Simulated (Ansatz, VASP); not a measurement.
# Two plane-wave programs on Sc2AlN3

```
Sc Al N
1.0
     4.07110    0.00000    0.00000
    -2.03555    3.52568    0.00000
     0.00000    0.00000    6.48540
Sc Al N
2 1 3
Cartesian
  0.0000 2.3505 1.6356
  2.0356 1.1752 4.8498
  0.0000 0.0000 0.0000
  0.0000 2.3505 4.1766
  2.0356 1.1752 2.3088
  0.0000 0.0000 3.2427
```

Change from the starting cell: species swapped into the Li3PrBi2 type (P-3m1, No. 164).

Alike in both runs: task single point; functional PBE; k mesh 6 × 6 × 4; occupations gaussian, width 0.1 eV; collinear spin.

|  | VASP | Ansatz |
| --- | --- | --- |
| version | VASP 6.6.1 | Ansatz 0.2.0 |
| potentials or method | VASP PAW PBE potentials, release 64 (Sc_sv, Al, N), cutoff 520 eV | scalar-relativistic, plane waves, PAW |
| valence electrons in the cell | 40 | 40 |

```tsv
	VASP	Ansatz	Ansatz less VASP
gap on the k mesh at the Fermi level (eV)	none	none	-
pressure (GPa)	-15.0	-15.1	-0.12
traceless stress, the component that is largest in VASP (GPa)	-0.33	-0.29	+0.041
rms of the force components (eV/Å)	1.430	1.434	+0.0048
net moment per atom (μB)	0.14	0.14	-0.003
size of the moment on the site where the two differ most (μB)	0.32	0.40	+0.076
```

Site moments also hang on the region over which each program counts them. Atom by atom the forces differ by 0.005 eV/Å (rms over components). A gap of «none» marks a metal or a gap that the smearing closes.
